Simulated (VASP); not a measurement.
# Ru (P6_3/mmc) in VASP: notebook

Ru is run at these levels: PBE; tasks: single point, relaxation of cell and atoms.

Everything below comes from runs of VASP 6.6.1. Logs are shortened: lines on timing, memory, paths and dates and some standing lists are left out, and cuts for length are marked.

## (1) The cell of the first run

The structure is hexagonal, space group P6_3/mmc (No. 194). The conventional cell has a = 2.720 Å, b = 2.720 Å, c = 4.297 Å, α = 90.00°, β = 90.00°, γ = 120.00°. Ru (site symmetry -6m2) has 12 Ru at 2.66 to 2.72 Å within 3.5 Å.

## (2) Single point, PBE

INCAR

```
ALGO = Normal
EDIFF = 1E-6
ENCUT = 500
GGA = PE
GGA_COMPAT = F
ISIF = 2
ISMEAR = 0
LASPH = T
LCHARG = T
LELF = T
LREAL = F
LVHAR = T
LWAVE = F
NBANDS = 21
NELM = 120
PREC = Accurate
SIGMA = 0.1
```

KPOINTS

```
k-points
0
Gamma
  18 18 10
```

POSCAR

```
Ru
1.0
    2.7197991749      0.0000000000      0.0000000000
   -1.3598995874      2.3554151786      0.0000000000
    0.0000000000      0.0000000000      4.2966065818
Ru
2
Direct
    0.3333333333      0.6666666667      0.2500000000
    0.6666666667      0.3333333333      0.7500000000
```

Potentials or basis: VASP PAW PBE potentials, release 64 (Ru_pv).

Command:

```console
> cat potpaw_PBE.64/Ru_pv/POTCAR > POTCAR
> mpirun -np 1 vasp_std > vasp.out
```

OUTCAR:

```text
EDIFF = 1E-6
   ENCUT = 500
   GGA = PE
   ISIF = 2
   ISMEAR = 0
   LASPH = T
   LREAL = F
   NELM = 120
   PREC = Accurate

 ion  position               nearest neighbor table
   1  0.333  0.667  0.250-   2 2.66   2 2.66   2 2.66   2 2.66   2 2.66   2 2.66
   2  0.667  0.333  0.750-   1 2.66   1 2.66   1 2.66   1 2.66   1 2.66   1 2.66

  LATTYP: Found a hexagonal cell.
 ALAT       =     2.7197991749
 C/A-ratio  =     1.5797514101

  Lattice vectors:

 A1 = (   2.7197991749,   0.0000000000,   0.0000000000)
 A2 = (  -1.3598995874,   2.3554151786,   0.0000000000)
 A3 = (   0.0000000000,   0.0000000000,   4.2966065818)

Analysis of symmetry for initial positions (statically):
=====================================================================
 Subroutine PRICEL returns:
 Original cell was already a primitive cell.

 Routine SETGRP: Setting up the symmetry group for a
 hexagonal supercell.

 Subroutine GETGRP returns: Found 24 space group operations
 (whereof 12 operations were pure point group operations)
 out of a pool of 24 trial point group operations.

The static configuration has the point symmetry D_3d.
 The point group associated with its full space group is D_6h.

Analysis of symmetry for dynamics (positions and initial velocities):
=====================================================================
 Subroutine PRICEL returns:
 Original cell was already a primitive cell.

 Routine SETGRP: Setting up the symmetry group for a
 hexagonal supercell.

 Subroutine GETGRP returns: Found 24 space group operations
 (whereof 12 operations were pure point group operations)
 out of a pool of 24 trial point group operations.

The dynamic configuration has the point symmetry D_3d.
 The point group associated with its full space group is D_6h.

 Subroutine INISYM returns: Found 24 space group operations
 (whereof 12 operations are pure point group operations),
 and found     1 'primitive' translations

----------------------------------------------------------------------------------------

                                     Primitive cell

  volume of cell :      27.5252

  direct lattice vectors                    reciprocal lattice vectors
     2.719799175  0.000000000  0.000000000     0.367674205  0.212276801  0.000000000
    -1.359899587  2.355415179  0.000000000     0.000000000  0.424553603  0.000000000
     0.000000000  0.000000000  4.296606582     0.000000000  0.000000000  0.232741812

  length of vectors
     2.719799175  2.719799175  4.296606582     0.424553603  0.424553603  0.232741812

  position of ions in fractional coordinates (direct lattice)
     0.333333333  0.666666667  0.250000000
     0.666666667  0.333333333  0.750000000

  ion indices of the primitive-cell ions
   primitive index   ion index
                 1           1
                 2           2

----------------------------------------------------------------------------------------

 KPOINTS: k-points

Automatic generation of k-mesh.
 Grid dimensions read from file:
 generate k-points for:   18   18   10

 Generating k-lattice:

  Cartesian coordinates                     Fractional coordinates (reciprocal lattice)
     0.020426345  0.011793156  0.000000000     0.055555556 -0.000000000  0.000000000
     0.000000000  0.023586311  0.000000000     0.000000000  0.055555556  0.000000000
     0.000000000  0.000000000  0.023274181     0.000000000  0.000000000  0.100000000

  Length of vectors
     0.023586311  0.023586311  0.023274181

  Shift w.r.t. Gamma in fractional coordinates (k-lattice)
     0.000000000  0.000000000  0.000000000

 Subroutine IBZKPT returns following result:
 ===========================================

 Found    222 irreducible k-points:

 Following reciprocal coordinates:
            Coordinates               Weight
  0.000000  0.000000  0.000000      1.000000
  0.055556 -0.000000  0.000000      6.000000
  0.111111 -0.000000  0.000000      6.000000
  0.166667 -0.000000  0.000000      6.000000
  0.222222 -0.000000  0.000000      6.000000
  0.277778 -0.000000  0.000000      6.000000
[... 16 lines left out ...]
  0.333333  0.111111  0.000000     12.000000
  0.388889  0.111111  0.000000     12.000000
 [... further k-points ...]
   k-points           NKPTS =    222   k-points in BZ     NKDIM =    222   number of bands    NBANDS=     21
   number of dos      NEDOS =    301   number of ions     NIONS =      2
   total plane-waves  NPLWV =  12800
   dimension x,y,z NGX =    20 NGY =   20 NGZ =   32
   dimension x,y,z NGXF=    40 NGYF=   40 NGZF=   64
   ions per type =               2
   NGX,Y,Z   is equivalent  to a cutoff of  12.22, 12.22, 12.38 a.u.
   NGXF,Y,Z  is equivalent  to a cutoff of  24.45, 24.45, 24.76 a.u.
 SYSTEM =  unknown system
   PREC   = accura    normal or accurate (medium, high low for compatibility)
   ISTART =      0    job   : 0-new  1-cont  2-samecut
   ICHARG =      2    charge: 1-file 2-atom 10-const
   ISPIN  =      1    spin polarized calculation?
   LNONCOLLINEAR =      F non collinear calculations
   LSORBIT =      F    spin-orbit coupling
   LASPH  =      T    aspherical Exc in radial PAW
   ENCUT  =  500.0 eV  36.75 Ry    6.06 a.u.   4.96  4.96  7.83*2*pi/ulx,y,z
   NELM   =    120;   NELMIN=  2; NELMDL= -5     # of ELM steps
   EDIFF  = 0.1E-05   stopping-criterion for ELM
   LREAL  =      F    real-space projection
   EDIFFG = 0.1E-04   stopping-criterion for IOM
   NSW    =      0    number of steps for IOM
   IBRION =     -1    ionic relax: 0-MD 1-quasi-New 2-CG
   NFREE  =      0    steps in history (QN), initial steepest desc. (CG)
   ISIF   =      2    stress and relaxation
   ISYM   =      2    0-nonsym 1-usesym 2-fastsym
   POTIM  = 0.5000    time-step for ionic-motion
   TEBEG  =    0.0;   TEEND  =   0.0 temperature during run
   PSTRESS=    0.0 pullay stress
   NELECT =      28.0000    total number of electrons
   NUPDOWN=      -1.0000    fix difference up-down
   EMIN   =  10.00;   EMAX   =-10.00  energy-range for DOS
   EFERMI =   0.00;   METHOD = LEGACY
   ISMEAR =     0;   SIGMA  =   0.10  broadening in eV -4-tet -1-fermi 0-gaus
   EFERMI_NEDOS =   21; number of points for ismear=-14 and -15
   IALGO  =     38    algorithm
   IMIX   =      4    mixing-type and parameters
     AMIX     =   0.40;   BMIX     =  1.00
     AMIX_MAG =   1.60;   BMIX_MAG =  1.00
  volume/ion in A,a.u.               =      13.76        92.87
  Fermi-wavevector in a.u.,A,eV,Ry     =   1.646459  3.111356 36.883036  2.710827
  Thomas-Fermi vector in A             =   2.736083
   LORBIT       =      0    0 simple, 1 ext, 2 COOP (PROOUT), +10 PAW based schemes
   GGA     = PE    functional components
   LHFCALC =     F    Hartree Fock is set to
   AEXX    =    0.0000 exact exchange contribution
   IVDW    =     0    specifies the selected vdW correction
   LEPSILON=     F    determine dielectric tensor
   LRPA    =     F    only Hartree local field effects (RPA)
 non-spin polarized calculation
 Gauss-broadening in eV      SIGMA  =   0.10
  energy-cutoff  :      500.00
  volume of cell :       27.53
 maximum number of plane-waves:       732
 NGX is ok and might be reduce to    20
   NGX =  9   NGY =  9   NGZ = 15

 number of electron      28.0000013 magnetization

 Free energy of the ion-electron system (eV)
  ---------------------------------------------------
  ext. energy  EPLUGINS =         0.00000000
  ---------------------------------------------------
  free energy    TOTEN  =       -18.47175978 eV

  energy without entropy =      -18.46244805  energy(sigma->0) =      -18.46710391

 E-fermi :  12.5878     XC(G=0): -14.0351

 val. band max:       12.5853343181   @ k =   0.1667   0.1111   0.3000
 cond. band min:      12.5902078242   @ k =   0.4444   0.1111   0.5000
 fundamental gap:      0.0048735061
 Fermi energy:        12.5878149253

 k-point     1 :       0.0000    0.0000    0.0000
  band No.  band energies     occupation
      1     -31.0046      2.00000
      2     -30.1113      2.00000
      3     -30.1113      2.00000
      4     -29.9467      2.00000
      5     -29.9467      2.00000
      6     -29.9072      2.00000
[... 13 lines left out ...]
     20      23.0349      0.00000
     21      23.0483      0.00000

 k-point     2 :       0.0556   -0.0000    0.0000
  band No.  band energies     occupation
      1     -30.9945      2.00000
      2     -30.1326      2.00000
      3     -30.1185      2.00000
      4     -29.9691      2.00000
      5     -29.9496      2.00000
      6     -29.9119      2.00000
[... 13 lines left out ...]
     20      23.0349      0.00000
     21      23.0476      0.00000

 k-point     3 :       0.1111   -0.0000    0.0000
  band No.  band energies     occupation
      1     -30.9648      2.00000
      2     -30.1941      2.00000
      3     -30.1392      2.00000
      4     -30.0329      2.00000
      5     -29.9582      2.00000
      6     -29.9261      2.00000
[... 13 lines left out ...]
     20      23.0348      0.00000
     21      23.0454      0.00000

 k-point     4 :       0.1667   -0.0000    0.0000
  band No.  band energies     occupation
      1     -30.9173      2.00000
      2     -30.2884      2.00000
      3     -30.1699      2.00000
      4     -30.1289      2.00000
      5     -29.9722      2.00000
      6     -29.9498      2.00000
[... 13 lines left out ...]
     20      23.0347      0.00000
     21      23.0431      0.00000

 k-point     5 :       0.2222   -0.0000    0.0000
  band No.  band energies     occupation
      1     -30.8549      2.00000
      2     -30.4042      2.00000
      3     -30.2441      2.00000
      4     -30.2065      2.00000
      5     -29.9901      2.00000
      6     -29.9829      2.00000
[... 13 lines left out ...]
     20      23.0347      0.00000
     21      23.0408      0.00000
[... 382 lines left out ...]
     20      23.0346      0.00000
     21      23.0394      0.00000

 k-point    22 :       0.2778    0.1111    0.0000
  band No.  band energies     occupation
      1     -30.6811      2.00000
      2     -30.6302      2.00000
      3     -30.5019      2.00000
      4     -30.2922      2.00000
      5     -30.0881      2.00000
      6     -30.0776      2.00000
[... 13 lines left out ...]
     20      23.0337      0.00000
     21      23.0358      0.00000

 k-point    23 :       0.3333    0.1111    0.0000
  band No.  band energies     occupation
      1     -30.7184      2.00000
      2     -30.6061      2.00000
      3     -30.5614      2.00000
      4     -30.3372      2.00000
      5     -30.1404      2.00000
      6     -30.0977      2.00000
[... 13 lines left out ...]
     20      23.0345      0.00000
     21      23.2950      0.00000

 k-point    24 :       0.3889    0.1111    0.0000
  band No.  band energies     occupation
      1     -30.7757      2.00000
      2     -30.6001      2.00000
      3     -30.5453      2.00000
      4     -30.3661      2.00000
      5     -30.1863      2.00000
      6     -30.1108      2.00000
[... 13 lines left out ...]
     20      23.0340      0.00000
     21      23.6440      0.00000

 [... further k-points ...]
[... 5 lines left out ...]
  --------------------------------------------------------------------------------------
  -------------------------------------------------------------------------------------
  Total       -0.0040426     -0.0040426     -0.0034317     -0.0000000     -0.0000000     -0.0000000
  in kB       -0.2353111     -0.2353111     -0.1997536     -0.0000000     -0.0000000     -0.0000000
  external PRESSURE =      -0.2234586 kB  Pullay stress =       0.0000000 kB

 VOLUME and BASIS-vectors are now :
 -----------------------------------------------------------------------------
  energy-cutoff  :      500.00
  volume of cell :       27.53
      direct lattice vectors                 reciprocal lattice vectors
     2.719799175  0.000000000  0.000000000     0.367674205  0.212276801  0.000000000
    -1.359899587  2.355415179  0.000000000     0.000000000  0.424553603  0.000000000
     0.000000000  0.000000000  4.296606582     0.000000000  0.000000000  0.232741812

 POSITION                                       TOTAL-FORCE (eV/Angst)
 -----------------------------------------------------------------------------------
     -0.00000      1.57028      1.07415         0.000000     -0.000000      0.000000
      1.35990      0.78514      3.22245        -0.000000      0.000000      0.000000
 -----------------------------------------------------------------------------------
    total drift:                               -0.000000      0.000000     -0.000000

  FREE ENERGIE OF THE ION-ELECTRON SYSTEM (eV)
  ---------------------------------------------------
  free  energy   TOTEN  =       -18.4717597787 eV

  energy  without entropy=      -18.4624480462  energy(sigma->0) =      -18.46710391
```

It took 1.8 min on 1 thread of Intel Xeon 8259CL, shared host; peak memory 0.21 GiB.

What came out:

```yaml
Free_energy: -18.4718 eV
Pressure: 0.0 GPa
Band_gap_on_the_k_mesh: zero (band 14 reaches 14.05 eV, above the bottom of band 15 at 10.98 eV)
```

## (3) Relaxation of cell and atoms, PBE

This run uses another cell than the first one, of 13.55 Å³/atom, 0.985 times its volume.

INCAR

```
SYSTEM = Ru
PREC = Accurate
ENCUT = 500
EDIFF = 1E-7
ISMEAR = 0
SIGMA = 0.1
LREAL = .FALSE.
LASPH = .TRUE.
NELM = 120
ALGO = Normal
ISIF = 3
LWAVE = .FALSE.
LCHARG = .FALSE.
GGA = PE
IBRION = 2
NSW = 100
EDIFFG = -0.002
GGA_COMPAT = .FALSE.
NELMIN = 4
```

KPOINTS

```
regular mesh
0
G
  18 18 10
  0 0 0
```

POSCAR

```
Ru
1.0
    2.7078263400      0.0000000000      0.0000000000
   -1.3539131700      2.3450464000      0.0000000000
    0.0000000000      0.0000000000      4.2681017800
Ru
2
Direct
    0.3333333300      0.6666666700      0.2500000000
    0.6666666700      0.3333333300      0.7500000000
```

Potentials or basis: VASP PAW PBE potentials, release 64 (Ru_pv).

Command:

```console
> cat potpaw_PBE.64/Ru_pv/POTCAR > POTCAR
> mpirun -np 1 vasp_std > vasp.out
```

It took 6.8 min on 1 thread of Intel Xeon 8259CL, shared host; peak memory 0.21 GiB.

It converged, with:

| Item | Value |
| --- | --- |
| Free energy | -18.4715 eV |
| Relaxed volume | 13.76 Å³/atom |
| Relaxed cell | a = 2.720 Å, b = 2.720 Å, c = 4.297 Å, α = 90.00°, β = 90.00°, γ = 120.00° |
| Space group after relaxing (to 0.05 Å) | P6_3/mmc (No. 194) |
| Energy gained by relaxing | 3.3 meV/atom |
| Ionic steps | 6 |
| Pressure after relaxing | 0.0 GPa |
| Band gap on the k mesh | zero (band 14 reaches 14.05 eV, above the bottom of band 15 at 10.99 eV) |

The path:
```tsv
step	energy change (eV)	largest force (eV/Å)	pressure (GPa)	volume (Å³)
1	0.0000	0.0000	5.05	27.10
2	0.0477	0.0000	-12.84	28.81
3	-0.0067	0.0000	-0.11	27.53
4	-0.0067	0.0000	-0.01	27.53
5	-0.0067	0.0000	0.02	27.52
6	-0.0067	0.0000	0.01	27.52
```

Final structure:
```
Ru
1.0
     2.71970    0.00000    0.00000
    -1.35985    2.35533    0.00000
     0.00000    0.00000    4.29651
Ru
2
Direct
  0.33333 0.66667 0.25000
  0.66667 0.33333 0.75000
```

Levels at points of the mesh, in eV from the Fermi level:
```tsv
k point	band 11	band 12	band 13	band 14	band 15	band 16	band 17	band 18
(0.00, 0.00, 0.00)	-2.35	-1.87	-1.87	-1.37	-1.37	1.16	1.16	1.30
(0.50, 0.00, 0.00)	-2.02	-1.77	-1.48	1.39	1.80	1.88	4.00	6.03
(0.00, 0.00, 0.50)	-2.70	-2.70	-2.65	-2.65	0.54	0.54	0.54	0.54
(0.50, 0.00, 0.50)	-1.03	-1.03	0.45	0.45	1.64	1.64	3.35	3.35
```
